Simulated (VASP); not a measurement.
TaN, 4 atoms in the cell. It takes space group Cmc2_1 (No. 36, orthorhombic). Conventional cell: a = 2.537 Å, b = 6.016 Å, c = 6.506 Å, α = 90.00°, β = 90.00°, γ = 90.00°. Within 2.6 Å of Ta (site symmetry m) lie 4 N at 1.98 to 2.31 Å and 2 Ta at 2.54 Å. Within 2.6 Å of N (site symmetry m) lie 4 Ta at 1.98 to 2.31 Å and 2 N at 2.54 Å.  This cell differs from its parent crystal: strain +e along x and -e along y -0.1500, strain +e along z and -e/2 along x and y +0.0750.

| Property | Result |
| --- | --- |
| Program | VASP 6.6.1 |
| Task | single point |
| Functional | PBEsol |
| Potentials or basis | VASP PAW PBE potentials, release 64 (Ta_pv, N) |
| Cutoff | 520 eV |
| k mesh | 15 × 15 × 8 |
| Occupations | gaussian, width 0.15 eV |
| Spin | no spin polarisation |
| Dipole correction | no |
| Further INCAR settings | ALGO = Normal; EDIFF = 1e-07; NBANDS = 24 |

Potentials or basis: VASP PAW PBE potentials, release 64 (Ta_pv, N).

Launch:

```sh
$ cat potpaw_PBE.64/Ta_pv/POTCAR potpaw_PBE.64/N/POTCAR > POTCAR
$ mpirun -np 1 vasp_std > vasp.out
```

Hardware: 1 thread of Intel(R) Xeon(R) 6975P-C (Granite Rapids), on a shared host.

Q: How long does it take, and how much memory?

A: It took 120 s on 1 thread of Intel(R) Xeon(R) 6975P-C (Granite Rapids), with other jobs on the host, peak memory 0.41 GiB. Counts: scf iterations 14, k points 320.
